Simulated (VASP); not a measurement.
Runs of VASP 6.6.1 on ZrC. The structure is that of space group Fm-3m (No. 225), or close to it. The cells are those of the table. 

| task | cell | gap on the mesh (eV) | pressure (GPa) |
| --- | --- | --- | --- |
| electric field gradients | a = 3.307, b = 3.307, c = 3.324 Å, angles 59.8, 59.8, 60.3°, 2 atoms | none | (a) |
| electric field gradients | a = 3.346 Å, angles 60.0°, 2 atoms | none | -8.4 |
| electric field gradients | a = 3.389 Å, angles 60.0°, 2 atoms | none | -15.5 |
| single point | a = 3.340, b = 3.340, c = 3.324 Å, angles 60.2, 60.2, 59.7°, 2 atoms | none | (b) |
| electric field gradients | a = 3.291, b = 3.291, c = 3.324 Å, angles 59.7, 59.7, 60.7°, 2 atoms | none | 0.6 |

Alike in all rows: level PBEsol; potentials or basis VASP PAW PBE potentials, release 64 (Zr_sv, C); no spin polarisation; k mesh 15 × 15 × 15; cutoff (eV) 520; smearing fermi-dirac 0.05 eV.

Fill in the values left out.

(a) -1.9; (b) -6.3.

Caveats: the PAW data sets were made with another functional, which shifts forces and pressure a little; the cell stands under tension (at least some runs); the stress differs along the axes, from -2 to 6 GPa (at least some runs).

A k mesh can miss the band edges, and the runs leave out spin-orbit coupling on Zr.

A gap of «none» marks levels without a gap at the run's occupations.
